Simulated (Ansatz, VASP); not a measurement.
## Two plane-wave programs on BaTiO3

```
Ba Ti O
1.0
     4.20863    0.00000    0.00000
     0.00000    3.01695    2.95807
     0.00000   -3.01695    2.95807
Ba Ti O
1 1 3
Direct
  0.00000 0.00808 0.00808
  0.50000 0.51971 0.51971
  0.00000 0.49163 0.49163
  0.50000 0.49381 0.98300
  0.50000 0.98300 0.49381
```

Change from the starting cell: strain +0.050 along x and y, +0.025 along z, atoms carried along.

Alike in both runs: task single point; functional PBE; k mesh 6 × 6 × 6; occupations gaussian, width 0.05 eV; no spin polarisation; Hubbard terms Ti d U = 4.0 eV.

|  | VASP | Ansatz |
| --- | --- | --- |
| version | VASP 6.6.1 | Ansatz 0.2.0 |
| potentials or method | VASP PAW PBE potentials, release 64 (Ba_sv, Ti_sv, O_h), cutoff 910 eV | scalar-relativistic, plane waves, PAW |
| valence electrons in the cell | 40 | 40 |

Ansatz gave:

- gap on the k mesh at the Fermi level (eV): 2.17
- least direct gap on the mesh (eV): 2.64
- rms of the force components (eV/Å): 0.365

Q: Which values does VASP return?

A: gap on the k mesh at the Fermi level (eV): 2.19; least direct gap on the mesh (eV): 2.66; rms of the force components (eV/Å): 0.192.

The programs project onto different local orbitals, so the same U acts differently, and such runs can settle in different states. Atom by atom the forces differ by 0.177 eV/Å (rms over components).

Neither program's run includes spin-orbit coupling. Noted on VASP's run: the cutoff is short for stress, so the pressure is rough.
